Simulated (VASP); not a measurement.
# ScIn2Se2 (P-3m1) in VASP: a series of runs, part 2 of 2

VASP 6.6.1.

### 3 Relaxation of cell and atoms, PBE

This run uses another cell than the first one, of 24.00 Å³/atom.

INCAR reads:

```
SYSTEM = ScIn2Se2
PREC = Accurate ; ENCUT = 600
EDIFF = 1E-6 ; ISMEAR = 0
SIGMA = 0.2 ; LREAL = .FALSE.
LASPH = .TRUE. ; NELM = 80
ALGO = Normal ; ISIF = 3
LWAVE = .FALSE. ; LCHARG = .FALSE.
GGA = PE ; IBRION = 2
NSW = 36 ; EDIFFG = -0.08
```

KPOINTS reads:

```
regular mesh
0
G
  5 5 2
  0 0 0
```

POSCAR reads:

```
ScIn2Se2
1.0
    3.9500000000      0.0000000000      0.0000000000
   -1.9750000000      3.4208003400      0.0000000000
    0.0000000000      0.0000000000      8.8800000000
Sc In Se
1 2 2
Direct
    0.0000000000      0.0000000000      0.0000000000
    0.0000000000      0.0000000000      0.6580000000
    0.0000000000      0.0000000000      0.3420000000
    0.6666666700      0.3333333300      0.8300000000
    0.3333333300      0.6666666700      0.1700000000
```

Potentials or basis: VASP PAW PBE potentials, release 64 (Sc_sv, In_d, Se).

Started as:

```bash
$ cat potpaw_PBE.64/Sc_sv/POTCAR potpaw_PBE.64/In_d/POTCAR potpaw_PBE.64/Se/POTCAR > POTCAR
$ mpirun -np 1 vasp_std > vasp.out
```

Wall time 2.9 min (1 thread of Intel Xeon 6975P-C (Granite Rapids), shared host); peak memory 0.29 GiB.

The run converged. Its results:

| Quantity | Value |
| --- | --- |
| Free energy | -22.7598 eV |
| Relaxed volume | 27.91 Å³/atom |
| Relaxed cell | a = 3.799 Å, b = 3.799 Å, c = 11.168 Å, α = 90.00°, β = 90.00°, γ = 120.00° |
| Space group after relaxing (to 0.1 Å) | P-3m1 (No. 164) |
| Energy gained by relaxing | 394.6 meV/atom |
| Ionic steps | 10 |
| Pressure after relaxing | 0.0 GPa |
| Largest force after relaxing | 0.044 eV/Å |
| Band gap on the k mesh | zero (an odd number of electrons rules out a gap without spin polarisation) |

Forces in eV/Å, atoms in the order of the input:
```
Sc   0.000  0.000  0.000
In   0.000  0.000 -0.044
In   0.000  0.000  0.044
Se   0.000  0.000 -0.006
Se   0.000  0.000  0.006
```

Stress tensor (GPa, compression positive):
```
 0.01  0.00  0.00
 0.00  0.01  0.00
 0.00  0.00 -0.12
```

The path:
| step | energy change (eV) | largest force (eV/Å) | pressure (GPa) | volume (Å³) |
| --- | --- | --- | --- | --- |
| 1 | 0.0000 | 1.2587 | 9.94 | 119.99 |
| 2 | -0.9829 | 1.0706 | -0.87 | 147.68 |
| 3 | -0.9847 | 1.0622 | -1.26 | 149.27 |
| 4 | -1.3555 | 0.9205 | -2.01 | 150.07 |
| 5 | -1.8822 | 0.1071 | -2.42 | 150.19 |
| 6 | -1.8830 | 0.1972 | -2.59 | 150.37 |
| 7 | -1.9126 | 0.6091 | 2.22 | 135.06 |
| 8 | -1.9632 | 0.2196 | -0.15 | 141.50 |
| 9 | -1.9691 | 0.1359 | -0.11 | 140.73 |
| 10 | -1.9728 | 0.0437 | -0.03 | 139.56 |

Final structure:
```
CELL_PARAMETERS angstrom
3.79861 0.00000 0.00000
-1.89931 3.28970 0.00000
0.00000 0.00000 11.16837
ATOMIC_POSITIONS crystal
Sc 0.00000 0.00000 0.00000
In 0.00000 0.00000 0.64881
In 0.00000 0.00000 0.35119
Se 0.66667 0.33333 0.85741
Se 0.33333 0.66667 0.14259
```

Levels at points of the mesh, in eV from the Fermi level:
```
           k point  band 20  band 21  band 22  band 23  band 24  band 25  band 26  band 27  band 28  band 29
(0.00, 0.00, 0.00)    -2.38    -2.38    -1.02    -0.82    -0.82     0.62     1.21     1.21     1.50     3.14
(0.00, 0.00, 0.50)    -2.62    -2.38    -2.38    -0.82    -0.82     1.21     1.21     1.40     2.13     3.13
```

Caveat: the k points lie up to 0.38 Å⁻¹ apart in the final cell, too coarse for converged energies and pressures of a metal; the volume moved by over 15 % at a fixed basis, so the end points are rough; spin-orbit coupling is left out, which moves the levels of the heavy elements; the relaxation stopped at a loose force limit of 0.08 eV/Å, so its end isn't a converged minimum.

### 4 Relaxation of cell and atoms, PBE

This run uses another cell than the first one, of 26.74 Å³/atom.

INCAR reads:

```
ALGO = Normal
EDIFF = 1E-6
EDIFFG = -0.01
ENCUT = 600
GGA = PE
IBRION = 2
ISIF = 3
ISMEAR = 0
LASPH = True
LCHARG = False
LREAL = False
LWAVE = False
NELM = 100
NSW = 100
PREC = Accurate
SIGMA = 0.1
```

KPOINTS reads:

```
k-points
0
Gamma
  12 12 4
```

POSCAR reads:

```
ScIn2Se2
1.0
    3.8516741907      0.0000000000      0.0000000000
   -1.9258370953      3.3356476962      0.0000000000
    0.0000000000      0.0000000000     10.4050798040
Sc In Se
1 2 2
Direct
    0.0000000000      0.0000000000      0.0000000000
    0.3333333333      0.6666666667      0.6258142305
    0.6666666667      0.3333333333      0.3741857695
    0.6666666667      0.3333333333      0.8497543886
    0.3333333333      0.6666666667      0.1502456114
```

Started as:

```bash
$ cat potpaw_PBE.64/Sc_sv/POTCAR potpaw_PBE.64/In_d/POTCAR potpaw_PBE.64/Se/POTCAR > POTCAR
$ mpirun -np 1 vasp_std > vasp.out
```

Run time: 24 min. Hardware: 1 thread of AMD EPYC 7R13, shared host; peak memory 0.51 GiB.

The run converged. Its results:

```yaml
Free_energy: -22.7199 eV
Relaxed_volume: 26.63 Å³/atom
Relaxed_cell: a = 3.844 Å, b = 3.844 Å, c = 10.401 Å, α = 90.00°, β = 90.00°, γ = 120.00°
Space_group_after_relaxing_to_0.1_Å: P-3m1 (No. 164)
Energy_gained_by_relaxing: 0.1 meV/atom
Ionic_steps: 6
Pressure_after_relaxing: 0.0 GPa
Largest_force_after_relaxing: 0.007 eV/Å
Band_gap_on_the_k_mesh: zero (an odd number of electrons rules out a gap without spin polarisation)
```

Forces on the atoms (eV/Å):
```
Sc   0.000  0.000  0.000
In   0.000  0.000 -0.007
In   0.000  0.000  0.007
Se   0.000  0.000  0.003
Se   0.000  0.000 -0.003
```

Stress tensor (GPa, compression positive):
```
 0.02  0.00  0.00
 0.00  0.02  0.00
 0.00  0.00 -0.05
```

The path:
| step | energy change (eV) | largest force (eV/Å) | pressure (GPa) | volume (Å³) |
| --- | --- | --- | --- | --- |
| 1 | 0.0000 | 0.0271 | -0.09 | 133.68 |
| 2 | -0.0002 | 0.0284 | 0.00 | 133.40 |
| 3 | -0.0002 | 0.0293 | 0.05 | 133.20 |
| 4 | -0.0004 | 0.0136 | 0.00 | 133.23 |
| 5 | -0.0004 | 0.0098 | -0.03 | 133.26 |
| 6 | -0.0005 | 0.0074 | 0.00 | 133.13 |

Final structure:
```xyz
5
Lattice="3.8444 0.0000 0.0000 -1.9222 3.3294 0.0000 0.0000 0.0000 10.4009" Properties=species:S:1:pos:R:3 pbc="T T T"
Sc    0.0000    0.0000    0.0000
In    0.0000    2.2196    6.5030
In    1.9222    1.1098    3.8979
Se    1.9222    1.1098    8.8305
Se    0.0000    2.2196    1.5704
```

Levels at points of the mesh, in eV from the Fermi level:
```
           k point  band 20  band 21  band 22  band 23  band 24  band 25  band 26  band 27  band 28  band 29
(0.00, 0.00, 0.00)    -2.56    -2.56    -1.00    -1.00    -0.46     0.81     1.08     1.08     1.59     2.91
(0.50, 0.00, 0.00)    -3.80    -3.04    -2.69    -2.37    -2.20    -0.55     0.04     0.58     2.00     2.20
(0.00, 0.00, 0.50)    -2.61    -2.56    -2.56    -1.00    -1.00     1.08     1.08     1.41     2.46     2.95
(0.50, 0.00, 0.50)    -3.76    -3.19    -2.74    -2.70    -2.18     0.04     0.05     0.44     1.99     2.17
```

Caveat: spin-orbit coupling is left out, which moves the levels of the heavy elements.

### 5 Summary

```csv
cell,k mesh,smearing,gap on the mesh (eV),pressure (GPa),relaxed volume (Å³/atom),largest force (eV/Å)
"relaxed from a = 4.714, b = 4.714, c = 7.470 Å, angles 90.0, 90.0, 120.0°, 5 atoms, atomic positions A",4 × 4 × 2,gaussian 0.2 eV,none,-0.2,26.62,0.07
"relaxed from a = 3.950, b = 3.950, c = 8.880 Å, angles 90.0, 90.0, 120.0°, 5 atoms, atomic positions B",5 × 5 × 2,gaussian 0.2 eV,none,0.0,27.91,0.04
"relaxed from a = 3.852, b = 3.852, c = 10.405 Å, angles 90.0, 90.0, 120.0°, 5 atoms, atomic positions C",12 × 12 × 4,gaussian 0.1 eV,none,0.0,26.63,0.01
```

Alike in all rows: task relaxation of cell and atoms; level PBE; potentials or basis VASP PAW PBE potentials, release 64 (Sc_sv, In_d, Se); no spin polarisation; cutoff (eV) 600.

Caveats: some runs use coarse meshes; spin-orbit coupling is left out, which moves the levels of the heavy elements; the relaxation stopped at a loose force limit of 0.08 eV/Å, so its end isn't a converged minimum (at least some runs); a cell axis changed by over 15 % at a fixed basis, so the end point is rough (at least some runs); the volume moved by over 15 % at a fixed basis, so the end points are rough (at least some runs).

Absolute energies hang on the potentials; compare differences alone.
